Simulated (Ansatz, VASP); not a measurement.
One calculation of MoS2, two programs

```
CELL_PARAMETERS angstrom
1.59259 0.91948 7.43833
-1.59259 0.91948 7.43833
0.00000 -1.83896 7.43833
ATOMIC_POSITIONS crystal
Mo 0.99978 0.99978 0.99978
S 0.40313 0.40313 0.40313
S 0.26309 0.26309 0.26309
```

Alike in both runs: functional PBE; k mesh 12 × 12 × 12; occupations gaussian, width 0.02 eV; no spin polarisation.

Ansatz relaxed the structure, and its values are those at the end. VASP's run is a single point on that final structure, the one shown.

```csv
,VASP,Ansatz
version,VASP 6.6.1,Ansatz 0.2.0
potentials or method,"VASP PAW PBE potentials, release 64 (Mo_sv, S), cutoff 520 eV","scalar-relativistic, plane waves, PAW"
valence electrons in the cell,26,26
```

|  | VASP | Ansatz | Ansatz less VASP |
| --- | --- | --- | --- |
| gap on the k mesh at the Fermi level (eV) | 1.46 | 1.45 | -0.013 |
| least direct gap on the mesh (eV) | 1.68 | 1.67 | -0.004 |
| pressure (GPa) | -0.1 | 0.0 | +0.11 |
| rms of the force components (eV/Å) | 0.005 | 0.000 | -0.0049 |

The functional is the same, so the differences come from potentials, cutoffs and numerics.
